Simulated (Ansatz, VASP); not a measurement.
**Two plane-wave programs on Cs**

Contents of POSCAR:

```
Cs
1.0
   -3.0650568000      3.0650568000      3.0650568000
    3.0650568000     -3.0650568000      3.0650568000
    3.0650568000      3.0650568000     -3.0650568000
Cs
1
Direct
    0.0000000000      0.0000000000      0.0000000000
```

INCAR.step1

```
SYSTEM = Cs
ALGO = Normal ; EDIFF = 1E-4
ENCUT = 520 ; GGA = PE
ISMEAR = 0 ; LASPH = .True.
LCHARG = .False. ; LREAL = .False.
LWAVE = .True. ; NBANDS = 10
NELM = 100 ; PREC = Accurate
SIGMA = 0.1
```

File INCAR.step2:

```
SYSTEM = Cs
ALGO = Normal ; EDIFF = 1E-7
ENCUT = 520 ; ISIF = 2
ISMEAR = 0 ; ISTART = 1
LASPH = .True. ; LCHARG = .True.
LELF = .True. ; LMIXTAU = .True.
LREAL = .False. ; LVHAR = .True.
LWAVE = .False. ; METAGGA = R2SCAN
NBANDS = 10 ; NELM = 100
PREC = Accurate ; SIGMA = 0.1
```

The input KPOINTS:

```
k-points
0
Gamma
  10 10 10
  0 0 0
```

Input for Ansatz:

```yaml
crystal:
  lattice:
    - [-3.0650568, 3.0650568, 3.0650568]
    - [3.0650568, -3.0650568, 3.0650568]
    - [3.0650568, 3.0650568, -3.0650568]
  atoms:
    - { symbol: Cs, position: [0.0, 0.0, 0.0] }
basis:
  ecutwfc: 500
kpoints:
  mp_grid: { grid: [10, 10, 10] }
hamiltonian:
  xc: r2scan
scf:
  occupations: { method: gaussian, width: 0.1 }
output:
  forces: true
  stress: true
  eigenvalues: true
```

Alike in both runs: task single point; functional r2SCAN; k mesh 10 × 10 × 10; occupations gaussian, width 0.1 eV; no spin polarisation.

|  | VASP | Ansatz |
| --- | --- | --- |
| version | VASP 6.6.1 | Ansatz 0.2.0 |
| potentials or method | VASP PAW PBE potentials, release 64 (Cs_sv), cutoff 520 eV | scalar-relativistic, plane waves, PAW |
| valence electrons in the cell | 9 | 9 |

|  | VASP | Ansatz | Ansatz less VASP |
| --- | --- | --- | --- |
| gap on the k mesh at the Fermi level (eV) | none | none | - |
| pressure (GPa) | 0.1 | 0.1 | 0.00 |

VASP's potentials were made for PBE, not for r2SCAN. A gap of «none» marks a metal or a gap that the smearing closes. The functional is the same, so the differences come from potentials, cutoffs and numerics.

Spin-orbit coupling is off throughout.
